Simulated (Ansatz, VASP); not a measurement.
# Zn2Cd3S5: VASP beside Ansatz

```
Zn Cd S
1.0
     0.00102   -4.04199    0.00075
     4.04405   -0.00098   -0.00034
    -2.02295    2.02048   14.41265
Zn Cd S
2 3 5
Direct
  0.65144 0.15291 0.30379
  0.84884 0.34669 0.69617
  0.44625 0.94557 0.89237
  0.05325 0.55417 0.10760
  0.25036 0.75065 0.49999
  0.80434 0.80295 0.60806
  0.39270 0.39149 0.78435
  0.99999 0.00029 0.00002
  0.60726 0.60872 0.21569
  0.19557 0.19655 0.39197
```

Change from the starting cell: cell x1, atoms moved at random (sigma 0.05 Å) and cell strained at random (1.5 %), then relaxed without symmetry.

Alike in both runs: functional PBE; k mesh 4 × 4 × 4; occupations gaussian, width 0.1 eV; no spin polarisation.

Ansatz relaxed the structure, and its values are those at the end. VASP's run is a single point on that final structure, the one shown.

|  | VASP | Ansatz |
| --- | --- | --- |
| version | VASP 6.6.1 | Ansatz 0.2.0 |
| potentials or method | VASP PAW PBE potentials, release 64 (Zn, Cd, S), cutoff 520 eV | scalar-relativistic, plane waves, PAW |
| valence electrons in the cell | 90 | 114 |

Ansatz gave:

```
gap on the k mesh at the Fermi level (eV) : 1.28
least direct gap on the mesh (eV)         : 1.28
pressure (GPa)                            : 0.0
rms of the force components (eV/Å)        : 0.002
```

Question: Estimate VASP's values.

Answer: gap on the k mesh at the Fermi level (eV): 1.28; least direct gap on the mesh (eV): 1.28; pressure (GPa): 0.2; rms of the force components (eV/Å): 0.010.

VASP's potentials hold 90 valence electrons a cell and Ansatz's 114, so a difference there can come from the potentials and not from the codes.
